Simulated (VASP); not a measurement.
# NiO (Fm-3m) in VASP: single point with PBE

Aim: the single point of NiO with PBE.

Program: VASP 6.6.1. These are calculated values, not measurements. Logs are shortened: lines on timing, memory, paths and dates and some standing lists are left out, and cuts for length are marked.

**Measured values to compare with.**

From “Local correlations, non-local screening, multiplets, and band formation in NiO”, 2012, arxiv:1210.6675, for a bulk crystal of NiO: band gap 4.3 eV.

The results are compared with them further down.

### 1 The cell of the first run

Symmetry: Fm-3m, No. 225, cubic system. Conventional cell: a = 4.194 Å, b = 4.194 Å, c = 4.194 Å, α = 90.00°, β = 90.00°, γ = 90.00°. Ni (site symmetry m-3m) has 6 O at 2.10 Å within 2.8 Å. Within 2.8 Å of O (site symmetry m-3m) lie 6 Ni at 2.10 Å.

### 2 Single point, PBE, collinear spin, ferromagnetic start

INCAR

```
ALGO     = Normal         # electronic algorithm
EDIFF    = 1E-6           # SCF threshold, eV
ENCUT    = 520            # plane-wave cutoff, eV
GGA      = PE             # functional
ISIF     = 2              # what is computed and relaxed
ISMEAR   = 0              # smearing method
ISPIN    = 2              # spin polarisation
LASPH    = True           # aspherical terms in the spheres
LCHARG   = False          # write CHGCAR
LMAXMIX  = 4              # l up to which the mixer works
LORBIT   = 11             # projections on sites
LREAL    = False          # projectors in reciprocal space
LWAVE    = False          # write WAVECAR
MAGMOM   = 2 2 0 0        # initial moments
NBANDS   = 28             # bands
NELM     = 150            # most SCF steps
PREC     = Accurate       # precision mode
SIGMA    = 0.03           # smearing width, eV
```

KPOINTS

```
k-points
0
Gamma
  8 8 8
```

POSCAR

```
NiO
1.0
    4.1939000000      2.0969500000      2.0969500000
    2.0969500000      4.1939000000      2.0969500000
    2.0969500000      2.0969500000      4.1939000000
Ni O
2 2
Direct
    0.0000000000      0.0000000000      0.0000000000
    0.5000000000      0.5000000000      0.5000000000
    0.2500000000      0.2500000000      0.2500000000
    0.7500000000      0.7500000000      0.7500000000
```

Potentials or basis: VASP PAW PBE potentials, release 64 (Ni, O).

The run is started by

```console
$ cat potpaw_PBE.64/Ni/POTCAR potpaw_PBE.64/O/POTCAR > POTCAR
$ mpirun -np 1 vasp_std > vasp.out
```

OUTCAR:

```text
EDIFF = 1E-6
   ENCUT = 520
   GGA = PE
   ISIF = 2
   ISMEAR = 0
   ISPIN = 2
   LASPH = True
   LORBIT = 11
   LREAL = False
   NELM = 150
   PREC = Accurate

 ion  position               nearest neighbor table
   1  0.000  0.000  0.000-   4 2.10   4 2.10   4 2.10   3 2.10   3 2.10   3 2.10   2 2.97   2 2.97
                             2 2.97   2 2.97   2 2.97   2 2.97
   2  0.500  0.500  0.500-   3 2.10   3 2.10   3 2.10   4 2.10   4 2.10   4 2.10   1 2.97   1 2.97
                             1 2.97   1 2.97   1 2.97   1 2.97
   3  0.250  0.250  0.250-   1 2.10   1 2.10   1 2.10   2 2.10   2 2.10   2 2.10
   4  0.750  0.750  0.750-   2 2.10   2 2.10   2 2.10   1 2.10   1 2.10   1 2.10

  LATTYP: Found a trigonal (rhomboedric) cell.
 ALAT       =     5.1364575161
 COS(alpha) =     0.8333333333

  Lattice vectors:

 A1 = (   4.1939000000,   2.0969500000,   2.0969500000)
 A2 = (   2.0969500000,   4.1939000000,   2.0969500000)
 A3 = (   2.0969500000,   2.0969500000,   4.1939000000)

Analysis of symmetry for initial positions (statically):
=====================================================================
 Subroutine PRICEL returns following result:

  LATTYP: Found a face centered cubic cell.
 ALAT       =     4.1939000000
[... 12 lines left out ...]
 Subroutine GETGRP returns: Found 12 space group operations
 (whereof 12 operations were pure point group operations)
 out of a pool of 12 trial point group operations.

The static configuration has the point symmetry D_3d.

Analysis of symmetry for dynamics (positions and initial velocities):
=====================================================================
 Subroutine PRICEL returns following result:

  LATTYP: Found a face centered cubic cell.
 ALAT       =     4.1939000000
[... 12 lines left out ...]
 Subroutine GETGRP returns: Found 12 space group operations
 (whereof 12 operations were pure point group operations)
 out of a pool of 12 trial point group operations.

The dynamic configuration has the point symmetry D_3d.

Analysis of structural, dynamic, and magnetic symmetry:
=====================================================================
 Subroutine PRICEL returns following result:

  LATTYP: Found a face centered cubic cell.
 ALAT       =     4.1939000000
[... 12 lines left out ...]
 Subroutine GETGRP returns: Found 12 space group operations
 (whereof 12 operations were pure point group operations)
 out of a pool of 12 trial point group operations.

The overall configuration has the point symmetry D_3d.

 Subroutine INISYM returns: Found 12 space group operations
 (whereof 12 operations are pure point group operations),
 and found     2 'primitive' translations

----------------------------------------------------------------------------------------

                                     Primitive cell

  volume of cell :      18.4414

  direct lattice vectors                    reciprocal lattice vectors
     0.000000000 -2.096950000  2.096950000     0.238441546 -0.238441546  0.238441546
    -2.096950000 -0.000000000  2.096950000    -0.238441546  0.238441546  0.238441546
    -2.096950000 -2.096950000  0.000000000    -0.238441546 -0.238441546 -0.238441546

  length of vectors
     2.965535130  2.965535130  2.965535130     0.412992872  0.412992872  0.412992872

  position of ions in fractional coordinates (direct lattice)
     0.000000000  0.000000000  0.000000000
     0.500000000  0.500000000  0.500000000

  ion indices of the primitive-cell ions
   primitive index   ion index
                 1           1
                 2           3

----------------------------------------------------------------------------------------

 KPOINTS: k-points

Automatic generation of k-mesh.
 Grid dimensions read from file:
 generate k-points for:    8    8    8

 Generating k-lattice:

  Cartesian coordinates                     Fractional coordinates (reciprocal lattice)
     0.044707790 -0.014902597 -0.014902597     0.125000000  0.000000000  0.000000000
    -0.014902597  0.044707790 -0.014902597     0.000000000  0.125000000  0.000000000
    -0.014902597 -0.014902597  0.044707790     0.000000000  0.000000000  0.125000000

  Length of vectors
     0.049426321  0.049426321  0.049426321

  Shift w.r.t. Gamma in fractional coordinates (k-lattice)
     0.000000000  0.000000000  0.000000000

 Subroutine IBZKPT returns following result:
 ===========================================

 Found     65 irreducible k-points:

 Following reciprocal coordinates:
            Coordinates               Weight
  0.000000  0.000000  0.000000      1.000000
  0.125000 -0.000000 -0.000000      6.000000
  0.250000 -0.000000 -0.000000      6.000000
  0.375000 -0.000000  0.000000      6.000000
  0.500000 -0.000000 -0.000000      3.000000
  0.125000  0.125000 -0.000000      6.000000
[... 16 lines left out ...]
  0.250000  0.125000  0.125000      6.000000
  0.375000  0.125000  0.125000      6.000000
 [... further k-points ...]
   k-points           NKPTS =     65   k-points in BZ     NKDIM =     65   number of bands    NBANDS=     28
   number of dos      NEDOS =    301   number of ions     NIONS =      4
   total plane-waves  NPLWV =  64000
   dimension x,y,z NGX =    40 NGY =   40 NGZ =   40
   dimension x,y,z NGXF=    80 NGYF=   80 NGZF=   80
   ions per type =               2   2
   NGX,Y,Z   is equivalent  to a cutoff of  12.95, 12.95, 12.95 a.u.
   NGXF,Y,Z  is equivalent  to a cutoff of  25.89, 25.89, 25.89 a.u.
 SYSTEM =  unknown system
   PREC   = accura    normal or accurate (medium, high low for compatibility)
   ISTART =      0    job   : 0-new  1-cont  2-samecut
   ICHARG =      2    charge: 1-file 2-atom 10-const
   ISPIN  =      2    spin polarized calculation?
   LNONCOLLINEAR =      F non collinear calculations
   LSORBIT =      F    spin-orbit coupling
   LASPH  =      T    aspherical Exc in radial PAW
   ENCUT  =  520.0 eV  38.22 Ry    6.18 a.u.   9.55  9.55  9.55*2*pi/ulx,y,z
   NELM   =    150;   NELMIN=  2; NELMDL= -5     # of ELM steps
   EDIFF  = 0.1E-05   stopping-criterion for ELM
   LREAL  =      F    real-space projection
   EDIFFG = 0.1E-04   stopping-criterion for IOM
   NSW    =      0    number of steps for IOM
   IBRION =     -1    ionic relax: 0-MD 1-quasi-New 2-CG
   NFREE  =      0    steps in history (QN), initial steepest desc. (CG)
   ISIF   =      2    stress and relaxation
   ISYM   =      2    0-nonsym 1-usesym 2-fastsym
   POTIM  = 0.5000    time-step for ionic-motion
   TEBEG  =    0.0;   TEEND  =   0.0 temperature during run
   PSTRESS=    0.0 pullay stress
   NELECT =      32.0000    total number of electrons
   NUPDOWN=      -1.0000    fix difference up-down
   EMIN   =  10.00;   EMAX   =-10.00  energy-range for DOS
   EFERMI =   0.00;   METHOD = LEGACY
   ISMEAR =     0;   SIGMA  =   0.03  broadening in eV -4-tet -1-fermi 0-gaus
   EFERMI_NEDOS =   21; number of points for ismear=-14 and -15
   IALGO  =     38    algorithm
   IMIX   =      4    mixing-type and parameters
     AMIX     =   0.40;   BMIX     =  1.00
     AMIX_MAG =   1.60;   BMIX_MAG =  1.00
  volume/ion in A,a.u.               =       9.22        62.22
  Fermi-wavevector in a.u.,A,eV,Ry     =   1.561409  2.950636 33.170989  2.437999
  Thomas-Fermi vector in A             =   2.664479
   LORBIT       =     11    0 simple, 1 ext, 2 COOP (PROOUT), +10 PAW based schemes
   GGA     = PE    functional components
   LHFCALC =     F    Hartree Fock is set to
   AEXX    =    0.0000 exact exchange contribution
   IVDW    =     0    specifies the selected vdW correction
   LEPSILON=     F    determine dielectric tensor
   LRPA    =     F    only Hartree local field effects (RPA)
 spin polarized calculation
 Gauss-broadening in eV      SIGMA  =   0.03
  energy-cutoff  :      520.00
  volume of cell :       36.88
 maximum number of plane-waves:      1033
 NGX is ok and might be reduce to    40
   NGX = 19   NGY = 19   NGZ = 19

 number of electron      32.0000009 magnetization       3.5990099

 Free energy of the ion-electron system (eV)
  ---------------------------------------------------
  ext. energy  EPLUGINS =         0.00000000
  ---------------------------------------------------
  free energy    TOTEN  =       -22.95498951 eV

  energy without entropy =      -22.95435143  energy(sigma->0) =      -22.95467047

 E-fermi :   7.7441     XC(G=0): -12.6065

 val. band max:        7.7396749187   @ k =  -0.2500   0.2500   0.1250
 cond. band min:       7.7704523869   @ k =   0.3750   0.1250  -0.0000
 fundamental gap:      0.0307774682
 Fermi energy:         7.7440678631

 spin component 1

 k-point     1 :       0.0000    0.0000    0.0000
  band No.  band energies     occupation
      1     -12.5269      1.00000
      2     -11.1811      1.00000
      3      -0.3859      1.00000
      4       1.8741      1.00000
      5       1.8742      1.00000
      6       4.5525      1.00000
[... 733 lines left out ...]
     27      24.7654      0.00000
     28      29.8179      0.00000

 [... further k-points ...]

 spin component 2

 k-point     1 :       0.0000    0.0000    0.0000
  band No.  band energies     occupation
      1     -12.0681      1.00000
      2     -10.6717      1.00000
      3      -0.0002      1.00000
      4       3.0190      1.00000
      5       3.0192      1.00000
      6       5.3115      1.00000
[... 733 lines left out ...]
     27      25.0649      0.00000
     28      30.1270      0.00000

 [... further k-points ...]

------------------------ aborting loop because EDIFF is reached ----------------------------------------

  FORCE on cell =-STRESS in cart. coord.  units (eV):
  Direction    XX          YY          ZZ          XY          YZ          ZX
  --------------------------------------------------------------------------------------
  -------------------------------------------------------------------------------------
  Total        0.6746106      0.6746106      0.6746106     -0.0050270     -0.0050270     -0.0050270
  in kB       29.3048510     29.3048510     29.3048510     -0.2183723     -0.2183723     -0.2183723
  external PRESSURE =      29.3048510 kB  Pullay stress =       0.0000000 kB

 VOLUME and BASIS-vectors are now :
 -----------------------------------------------------------------------------
  energy-cutoff  :      520.00
  volume of cell :       36.88
      direct lattice vectors                 reciprocal lattice vectors
     4.193900000  2.096950000  2.096950000     0.357662319 -0.119220773 -0.119220773
     2.096950000  4.193900000  2.096950000    -0.119220773  0.357662319 -0.119220773
     2.096950000  2.096950000  4.193900000    -0.119220773 -0.119220773  0.357662319

 POSITION                                       TOTAL-FORCE (eV/Angst)
 -----------------------------------------------------------------------------------
      0.00000      0.00000      0.00000        -0.000000     -0.000000     -0.000000
      4.19390      4.19390      4.19390        -0.000000      0.000000      0.000000
      2.09695      2.09695      2.09695        -0.000000      0.000000      0.000000
      6.29085      6.29085      6.29085         0.000000      0.000000     -0.000000
 -----------------------------------------------------------------------------------
    total drift:                                0.000000     -0.000000     -0.000000

  FREE ENERGIE OF THE ION-ELECTRON SYSTEM (eV)
  ---------------------------------------------------
  free  energy   TOTEN  =       -22.9549895091 eV

  energy  without entropy=      -22.9543514311  energy(sigma->0) =      -22.95467047

 total charge

# of ion       s       p       d       tot
------------------------------------------
    1        0.328   0.396   8.234   8.959
    2        0.328   0.396   8.234   8.959
    3        1.556   3.420   0.000   4.976
    4        1.556   3.420   0.000   4.976
--------------------------------------------------
tot          3.769   7.632  16.469  27.870

 magnetization (x)

# of ion       s       p       d       tot
------------------------------------------
    1        0.011   0.015   1.447   1.473
    2        0.011   0.015   1.447   1.473
    3        0.028   0.253   0.000   0.281
    4        0.028   0.253   0.000   0.281
--------------------------------------------------
tot          0.079   0.535   2.894   3.508
```

Run time: 9.5 min. Hardware: 1 thread of Intel Xeon 6975P-C, shared host; peak memory 0.34 GiB.

What came out:

```yaml
Free_energy: -22.9550 eV
Pressure: 2.9 GPa
Net_moment: 3.60 μB per cell
Site_moments: Ni +1.47; O +0.28 μB
Valence_electrons_inside_the_program's_atomic_spheres: Ni 8.96; O 4.98
```

Levels at points of the mesh, in eV from the Fermi level:
Spin up:
| k point | band 15 | band 16 | band 17 | band 18 | band 19 | band 20 | band 21 | band 22 |
| --- | --- | --- | --- | --- | --- | --- | --- | --- |
| (0.00, 0.00, 0.00) | -2.01 | -1.48 | 0.21 | 0.21 | 1.44 | 5.54 | 9.82 | 13.90 |
| (0.50, 0.00, 0.00) | -1.20 | -1.20 | -1.03 | -1.03 | 7.35 | 7.35 | 9.64 | 9.64 |
| (0.50, 0.50, 0.00) | -1.71 | -1.48 | 0.21 | 0.21 | 5.54 | 6.02 | 9.82 | 10.47 |
| (0.50, 0.50, 0.50) | -0.81 | -0.81 | -0.81 | -0.81 | 4.16 | 4.16 | 12.08 | 12.08 |
Spin down:
```csv
k point,band 12,band 13,band 14,band 15,band 16,band 17
"(0.00, 0.00, 0.00)",-0.98,-0.98,-0.60,-0.59,-0.59,1.80
"(0.50, 0.00, 0.00)",-0.88,-0.70,-0.70,1.00,1.00,1.01
"(0.50, 0.50, 0.00)",-0.79,-0.79,-0.61,-0.17,0.34,2.19
"(0.50, 0.50, 0.50)",-1.37,-1.19,-1.19,1.06,1.06,1.06
```

Caveat: semilocal functionals often make such compounds metallic where correlation or magnetic order opens a gap, which also shifts bond lengths.

### 3 How close it comes

Step 2. A measured gap of NiO is 4.3 eV (quoted in “Local correlations, non-local screening, multiplets, and band formation in NiO”, 2012, arxiv:1210.6675); the calculated 0.00 eV misses it by -4.30 eV. So large a miss can be the level of theory's own, or it may mean another phase, state or a wrong row. The value is that of PBE on a finite k mesh, which can miss the band edges, without temperature or zero-point motion. Semilocal functionals fall short of measured gaps as a rule. The run's magnetic order (collinear spin, ferromagnetic start) needn't be the measured crystal's.
